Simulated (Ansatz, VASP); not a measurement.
AlGa3N4 in VASP and in Ansatz

The input INCAR:

```
SYSTEM = AlGa3N4
ALGO = Normal
EDIFF = 1E-6
EDIFFG = -0.001
ENCUT = 520
GGA = PS
IBRION = 2
ISIF = 2
ISMEAR = 0
LASPH = .True.
LCHARG = .False.
LREAL = .False.
LWAVE = .False.
NELM = 60
NSW = 80
PREC = Accurate
SIGMA = 0.01
```

The input KPOINTS:

```
k-points
0
Gamma
  6 6 6
  0 0 0
```

Contents of POSCAR:

```
AlGa3N4
1.0
    4.4971598394      0.0000000000      0.0000000000
    0.0000000000      4.4971598394      0.0000000000
    0.0000000000      0.0000000000      4.4971598394
Al Ga N
1 3 4
Direct
    0.0000000000      0.0000000000      0.0000000000
    0.5000000000      0.5000000000      0.0000000000
    0.5000000000      0.0000000000      0.5000000000
    0.0000000000      0.5000000000      0.5000000000
    0.7550308532      0.7550308532      0.2449691468
    0.7550308532      0.2449691468      0.7550308532
    0.2449691468      0.7550308532      0.7550308532
    0.2449691468      0.2449691468      0.2449691468
```

Input for Ansatz:

```yaml
crystal:
  lattice:
    - [4.4971598394, 0.0, 0.0]
    - [0.0, 4.4971598394, 0.0]
    - [0.0, 0.0, 4.4971598394]
  atoms:
    - { symbol: Al, position: [0.0, 0.0, 0.0] }
    - { symbol: Ga, position: [0.5, 0.5, 0.0] }
    - { symbol: Ga, position: [0.5, 0.0, 0.5] }
    - { symbol: Ga, position: [0.0, 0.5, 0.5] }
    - { symbol: "N", position: [0.7550308532, 0.7550308532, 0.2449691468] }
    - { symbol: "N", position: [0.7550308532, 0.2449691468, 0.7550308532] }
    - { symbol: "N", position: [0.2449691468, 0.7550308532, 0.7550308532] }
    - { symbol: "N", position: [0.2449691468, 0.2449691468, 0.2449691468] }
basis:
  ecutwfc: 420
kpoints:
  mp_grid: { grid: [6, 6, 6] }
hamiltonian:
  xc: pbesol
scf:
  occupations: { method: fixed }
output:
  forces: true
  stress: true
  eigenvalues: true
relax:
  adjacent_minimum: "off"
  f_tol: 0.001
  max_steps: 60
```

Alike in both runs: task relaxation of the atoms; functional PBEsol; k mesh 6 × 6 × 6; no spin polarisation.

|  | VASP | Ansatz |
| --- | --- | --- |
| version | VASP 6.6.1 | Ansatz 0.2.0 |
| potentials or method | VASP PAW PBE potentials, release 64 (Al, Ga_d, N), cutoff 520 eV | scalar-relativistic, plane waves, PAW |
| occupations | gaussian, width 0.01 eV | fixed |
| valence electrons in the cell | 62 | 62 |

Ansatz gave:

| Quantity | Value |
| --- | --- |
| gap on the k mesh at the Fermi level, each at its own relaxed structure (eV) | 2.16 |

Task: Which values does VASP return?

Result: gap on the k mesh at the Fermi level, each at its own relaxed structure (eV): 2.17.

VASP's potentials were made for PBE, not for PBEsol. Ansatz's warnings: stress scf threshold loose.
